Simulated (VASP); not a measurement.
Input of a VASP 6.6.1 run:

INCAR

```
SYSTEM = SiGe2
ALGO = Normal
EDIFF = 1E-6
ENCUT = 520
GGA = PE
ISIF = 2
ISMEAR = 0
LASPH = .TRUE.
LCHARG = .FALSE.
LREAL = .FALSE.
LWAVE = .FALSE.
NBANDS = 41
NELM = 80
PREC = Accurate
SIGMA = 0.2
```

The input KPOINTS:

```
k-points
0
G
  8 4 4
  0 0 0
```

POSCAR

```
SiGe2
1.0
    0.0000000000      0.0000000000      2.6093863072
    4.8772251860      0.0000000000      0.0000000000
    0.0000000000      8.4476018220      0.0000000000
Si Ge
2 4
Direct
    0.5000000000      0.0000000000      0.0000000000
    0.5000000000      0.5000000000      0.5000000000
    0.5000000000      0.0000000000      0.3333333333
    0.5000000000      0.5000000000      0.8333333333
    0.5000000000      0.5000000000      0.1666666667
    0.5000000000      0.0000000000      0.6666666667
```

Potentials or basis: VASP PAW PBE potentials, release 64 (Si, Ge_d).

Launch:

```console
$ cat potpaw_PBE.64/Si/POTCAR potpaw_PBE.64/Ge_d/POTCAR > POTCAR
$ mpirun -np 1 vasp_std > vasp.out
```

Problem. Predict the pressure.

Solution. -0.2 GPa.

Problem. What does it give for the band gap on the k mesh?

Solution. Zero (bands 32 and 33 overlap by 3.07 eV).

Forces on the atoms (eV/Å):
```
Si   0.000  0.000  0.000
Si   0.000  0.000  0.000
Ge   0.000  0.012  0.000
Ge   0.000  0.012  0.000
Ge   0.000 -0.012  0.000
Ge   0.000 -0.012  0.000
```
